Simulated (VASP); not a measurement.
# KF (Fm-3m) in VASP: further runs, part 2 of 2

VASP 6.6.1. The steps go on from the part before.

## Step 3: Single point, LDA

This run uses another cell than the first one, of 16.11 Å³/atom, 1.017 times its volume.

The input, INCAR:

```
SYSTEM = KF
PREC = Accurate ; ENCUT = 520
EDIFF = 1E-7 ; ISMEAR = 0
SIGMA = 0.05 ; LREAL = .False.
LASPH = .True. ; NELM = 100
ALGO = Normal ; ISIF = 2
LWAVE = .False. ; LCHARG = .False.
GGA = CA ; NBANDS = 15
```

The input, KPOINTS:

```
regular mesh
0
Gamma
  8 8 8
  0 0 0
```

The input, POSCAR:

```
KF
1.0
    0.0000000000      2.5254467726      2.5254467726
    2.5254467726      0.0000000000      2.5254467726
    2.5254467726      2.5254467726      0.0000000000
K F
1 1
Direct
    0.0000000000      0.0000000000      0.0000000000
    0.5000000000      0.5000000000      0.5000000000
```

Potentials or basis: VASP PAW LDA potentials, release 64 (K_sv, F).

Command:

```bash
$ cat potpaw_LDA.64/K_sv/POTCAR potpaw_LDA.64/F/POTCAR > POTCAR
$ mpirun -np 1 vasp_std > vasp.out
```

It took 16 s on 1 thread of Intel Xeon Platinum 8375C at 2.90GHz (Ice Lake), shared host; peak memory 0.14 GiB.

It converged, with:

* Free energy: -9.0431 eV
* Pressure: 3.7 GPa
* Band gap on the k mesh: 6.73 eV, indirect (least direct gap 6.74 eV)

Levels at points of the mesh, in eV from the valence-band top:
| k point | band 4 | band 5 | band 6 | band 7 | band 8 | band 9 | band 10 | band 11 | band 12 | band 13 |
| --- | --- | --- | --- | --- | --- | --- | --- | --- | --- | --- |
| (0.00, 0.00, 0.00) | -8.55 | -8.55 | -0.01 | -0.01 | -0.01 | 6.73 | 10.92 | 10.92 | 10.92 | 12.91 |
| (0.50, 0.00, 0.00) | -8.60 | -8.60 | -1.07 | -0.55 | -0.55 | 9.46 | 11.51 | 12.77 | 12.77 | 15.46 |
| (0.50, 0.50, 0.00) | -8.93 | -8.93 | -0.07 | 0.00 | 0.00 | 7.95 | 11.09 | 12.79 | 14.48 | 15.34 |

## Step 4: Single point, LDA

This run uses another cell than the first one, of 16.93 Å³/atom, 1.070 times its volume.

The input, INCAR:

```
  ALGO = Normal
  EDIFF = 1E-6
  ENCUT = 520
  ISIF = 2
  ISMEAR = 0
  LASPH = True
  LCHARG = False
  LREAL = False
  LWAVE = False
  NBANDS = 15
  NELM = 80
  PREC = Accurate
  SIGMA = 0.05
```

The input, KPOINTS:

```
k-points
0
Gamma
  8 8 8
```

The input, POSCAR:

```
KF
1.0
    0.0000000000      2.5678991850      2.5678991850
    2.5678991850      0.0000000000      2.5678991850
    2.5678991850      2.5678991850      0.0000000000
K F
1 1
Direct
    0.0000000000      0.0000000000      0.0000000000
    0.5000000000      0.5000000000      0.5000000000
```

Command:

```bash
$ cat potpaw_LDA.64/K_sv/POTCAR potpaw_LDA.64/F/POTCAR > POTCAR
$ mpirun -np 1 vasp_std > vasp.out
```

Run time: 15 s. Hardware: 1 thread of Intel Xeon Platinum 8375C at 2.90GHz (Ice Lake), shared host; peak memory 0.14 GiB.

Results (log left out):

```yaml
Free_energy: -9.0688 eV
Pressure: 1.0 GPa
Band_gap_on_the_k_mesh: 6.44 eV, direct
```

Levels at points of the mesh, in eV from the valence-band top:
| k point | band 5 | band 6 | band 7 | band 8 | band 9 | band 10 | band 11 | band 12 |
| --- | --- | --- | --- | --- | --- | --- | --- | --- |
| (0.00, 0.00, 0.00) | -8.70 | 0.00 | 0.00 | 0.00 | 6.44 | 10.81 | 10.81 | 10.81 |
| (0.50, 0.00, 0.00) | -8.75 | -1.00 | -0.48 | -0.48 | 9.27 | 11.12 | 12.53 | 12.53 |
| (0.50, 0.50, 0.00) | -9.03 | -0.12 | -0.02 | -0.02 | 7.95 | 10.80 | 12.36 | 14.22 |

A k mesh can miss the band edges.

## Step 5: Single point, LDA

This run uses another cell than the first one, of 16.38 Å³/atom, 1.035 times its volume.

The input, INCAR:

```
SYSTEM = KF
  PREC = Accurate
  ENCUT = 520
  EDIFF = 1E-7
  ISMEAR = 0
  SIGMA = 0.05
  LREAL = .FALSE.
  LASPH = .TRUE.
  NELM = 60
  ALGO = Normal
  ISIF = 2
  LWAVE = .FALSE.
  LCHARG = .TRUE.
  GGA = CA
  LELF = .TRUE.
  LVHAR = .TRUE.
  NBANDS = 15
```

The input, KPOINTS:

```
regular mesh
0
G
  8 8 8
  0 0 0
```

The input, POSCAR:

```
KF
1.0
    0.0000000000      2.5397383325      2.5397383325
    2.5397383325      0.0000000000      2.5397383325
    2.5397383325      2.5397383325      0.0000000000
K F
1 1
Direct
    0.0000000000      0.0000000000      0.0000000000
    0.5000000000      0.5000000000      0.5000000000
```

Command:

```bash
$ cat potpaw_LDA.64/K_sv/POTCAR potpaw_LDA.64/F/POTCAR > POTCAR
$ mpirun -np 1 vasp_std > vasp.out
```

Wall time 14 s (1 thread of Intel Xeon Platinum 8375C at 2.90GHz (Ice Lake), shared host); peak memory 0.14 GiB.

Results (log left out):

```
Free energy            : -9.0550 eV
Pressure               : 2.7 GPa
Band gap on the k mesh : 6.64 eV, direct
```

Levels at points of the mesh, in eV from the valence-band top:
| k point | band 6 | band 7 | band 8 | band 9 | band 10 | band 11 |
| --- | --- | --- | --- | --- | --- | --- |
| (0.00, 0.00, 0.00) | 0.00 | 0.00 | 0.00 | 6.64 | 10.89 | 10.89 |
| (0.50, 0.00, 0.00) | -1.04 | -0.52 | -0.52 | 9.40 | 11.38 | 12.69 |
| (0.50, 0.50, 0.00) | -0.08 | 0.00 | 0.00 | 7.95 | 11.00 | 12.65 |

Expect the measured gap to be larger: semilocal functionals such as LDA lack the derivative discontinuity.

## Step 6: Single point, LDA

This run uses another cell than the first one, of 16.66 Å³/atom, 1.052 times its volume.

The input, INCAR:

```
SYSTEM = KF
PREC = Accurate ; ENCUT = 520
EDIFF = 1E-6 ; ISMEAR = 0
SIGMA = 0.05 ; LREAL = .False.
LASPH = .True. ; NELM = 80
ALGO = Normal ; ISIF = 2
LWAVE = .False. ; LCHARG = .True.
LELF = .True. ; LVHAR = .True.
NBANDS = 15
```

The input, KPOINTS:

```
Automatic mesh
0
Gamma
  8 8 8
  0 0 0
```

The input, POSCAR:

```
KF
1.0
    0.0000000000      2.5538708353      2.5538708353
    2.5538708353      0.0000000000      2.5538708353
    2.5538708353      2.5538708353      0.0000000000
K F
1 1
Direct
    0.0000000000      0.0000000000      0.0000000000
    0.5000000000      0.5000000000      0.5000000000
```

Potentials or basis: VASP PAW LDA potentials, release 64 (K_sv, F).

Command:

```bash
$ cat potpaw_LDA.64/K_sv/POTCAR potpaw_LDA.64/F/POTCAR > POTCAR
$ mpirun -np 1 vasp_std > vasp.out
```

OUTCAR:

```text
SYSTEM = KF
   PREC = Accurate
   ENCUT = 520
   EDIFF = 1E-6
   ISMEAR = 0
   LREAL = .False.
   LASPH = .True.
   NELM = 80
   ISIF = 2

 ion  position               nearest neighbor table
   1  0.000  0.000  0.000-   2 2.55   2 2.55   2 2.55   2 2.55   2 2.55   2 2.55
   2  0.500  0.500  0.500-   1 2.55   1 2.55   1 2.55   1 2.55   1 2.55   1 2.55

  LATTYP: Found a face centered cubic cell.
 ALAT       =     5.1077416706

  Lattice vectors:

 A1 = (   0.0000000000,   2.5538708353,   2.5538708353)
 A2 = (   2.5538708353,   0.0000000000,   2.5538708353)
 A3 = (   2.5538708353,   2.5538708353,   0.0000000000)

[... 616 lines left out ...]

  FORCE on cell =-STRESS in cart. coord.  units (eV):
  Direction    XX          YY          ZZ          XY          YZ          ZX
  --------------------------------------------------------------------------------------
  -------------------------------------------------------------------------------------
  Total        0.3767973      0.3767973      0.3767973     -0.0000000      0.0000000     -0.0000000
  in kB       18.1213924     18.1213924     18.1213924     -0.0000000      0.0000000     -0.0000000
  external PRESSURE =      18.1213924 kB  Pullay stress =       0.0000000 kB

 VOLUME and BASIS-vectors are now :
 -----------------------------------------------------------------------------
  energy-cutoff  :      520.00
  volume of cell :       33.31
      direct lattice vectors                 reciprocal lattice vectors
     0.000000000  2.553870835  2.553870835    -0.195781240  0.195781240  0.195781240
     2.553870835  0.000000000  2.553870835     0.195781240 -0.195781240  0.195781240
     2.553870835  2.553870835  0.000000000     0.195781240  0.195781240 -0.195781240

 POSITION                                       TOTAL-FORCE (eV/Angst)
 -----------------------------------------------------------------------------------
      0.00000      0.00000      0.00000        -0.000000     -0.000000     -0.000000
      2.55387      2.55387      2.55387         0.000000      0.000000      0.000000
 -----------------------------------------------------------------------------------
    total drift:                                0.000000      0.000000      0.000000

  FREE ENERGIE OF THE ION-ELECTRON SYSTEM (eV)
  ---------------------------------------------------
  free  energy   TOTEN  =        -9.0634185611 eV

  energy  without entropy=       -9.0634185611  energy(sigma->0) =       -9.06341856
```

Run time: 15 s. Hardware: 1 thread of Intel Xeon Platinum 8375C at 2.90GHz (Ice Lake), shared host; peak memory 0.15 GiB.

Results:

```yaml
Free_energy: -9.0634 eV
Pressure: 1.8 GPa
Band_gap_on_the_k_mesh: 6.54 eV, direct
```

Levels at points of the mesh, in eV from the valence-band top:
| k point | band 4 | band 5 | band 6 | band 7 | band 8 | band 9 | band 10 | band 11 | band 12 | band 13 |
| --- | --- | --- | --- | --- | --- | --- | --- | --- | --- | --- |
| (0.00, 0.00, 0.00) | -8.65 | -8.65 | 0.00 | 0.00 | 0.00 | 6.54 | 10.85 | 10.85 | 10.85 | 12.79 |
| (0.50, 0.00, 0.00) | -8.70 | -8.70 | -1.02 | -0.50 | -0.50 | 9.33 | 11.25 | 12.61 | 12.61 | 15.23 |
| (0.50, 0.50, 0.00) | -9.00 | -9.00 | -0.10 | -0.01 | -0.01 | 7.95 | 10.90 | 12.50 | 14.31 | 15.13 |

## Step 7: Overview

```tsv
cell	gap on the mesh (eV)	pressure (GPa)
a = 3.551 Å, angles 60.0°, 2 atoms	6.83	4.9
a = 3.572 Å, angles 60.0°, 2 atoms	6.73	3.7
a = 3.632 Å, angles 60.0°, 2 atoms	6.44	1.0
a = 3.592 Å, angles 60.0°, 2 atoms	6.64	2.7
a = 3.612 Å, angles 60.0°, 2 atoms	6.54	1.8
```

Alike in all rows: task single point; level LDA; potentials or basis VASP PAW LDA potentials, release 64 (K_sv, F); no spin polarisation; k mesh 8 × 8 × 8; cutoff (eV) 520; smearing gaussian 0.05 eV.

Absolute energies hang on the potentials; compare differences alone.
